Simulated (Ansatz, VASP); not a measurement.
# One calculation of Al, two programs

```xyz
8
Lattice="-2.8363 0.0000 0.0000 -1.4181 -2.4563 0.0000 -1.7728 -1.0235 18.6443" Properties=species:S:1:pos:R:3 pbc="T T T"
Al    0.0000    0.0000    3.4958
Al    0.0000    0.0000   12.8180
Al   -1.4181   -0.8188   15.1485
Al   -1.4181   -0.8188    5.8263
Al    0.0000    0.0000   17.4790
Al    0.0000    0.0000    8.1569
Al   -2.8363   -1.6375    1.1653
Al   -2.8363   -1.6375   10.4874
```

Alike in both runs: task single point; functional PBEsol; k mesh 19 × 19 × 3; occupations gaussian, width 0.15 eV; no spin polarisation.

|  | VASP | Ansatz |
| --- | --- | --- |
| version | VASP 6.6.1 | Ansatz 0.2.0 |
| potentials or method | VASP PAW PBE potentials, release 64 (Al), cutoff 520 eV | scalar-relativistic, plane waves, PAW |
| valence electrons in the cell | 24 | 24 |

```csv
,VASP,Ansatz,Ansatz less VASP
gap on the k mesh at the Fermi level (eV),none,none,-
pressure (GPa),1.9,1.9,-0.07
"traceless stress, the component that is largest in VASP (GPa)",3.05,3.03,-0.015
rms of the force components (eV/Å),0.527,0.524,-0.0027
```

VASP's potentials were made for PBE, not for PBEsol. Atom by atom the forces differ by 0.003 eV/Å (rms over components). A gap of «none» marks a metal or a gap that the smearing closes.
